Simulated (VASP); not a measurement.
A run of VASP 6.6.1 is set up as follows.

The input INCAR:

```
SYSTEM = AlN
ALGO = Normal ; EDIFF = 1E-6
ENCUT = 600 ; GGA = PS
GGA_COMPAT = .False. ; ISIF = 2
ISMEAR = 0 ; LASPH = .True.
LCHARG = .False. ; LREAL = .False.
LWAVE = .False. ; NBANDS = 11
NELM = 120 ; PREC = Accurate
SIGMA = 0.01
```

The input KPOINTS:

```
k-points
0
Gamma
  6 6 6
  0 0 0
```

Contents of POSCAR:

```
AlN
1.0
    0.0000000000      2.1848764127      2.1848764127
    2.1848764127      0.0000000000      2.1848764127
    2.1848764127      2.1848764127      0.0000000000
Al N
1 1
Direct
    0.0000000000      0.0000000000      0.0000000000
    0.2500000000      0.2500000000      0.2500000000
```

Potentials or basis: VASP PAW PBE potentials, release 64 (Al, N).

Command:

```console
$ cat potpaw_PBE.64/Al/POTCAR potpaw_PBE.64/N/POTCAR > POTCAR
$ mpirun -np 1 vasp_std > vasp.out
```

(1) What does it give for the pressure?

(2) What does it give for the band gap on the k mesh?

Results:

(1) 0.9 GPa.

(2) 3.18 eV, indirect (least direct gap 4.12 eV).

Caveat: the PAW data sets were made with another functional, which shifts forces and pressure a little.
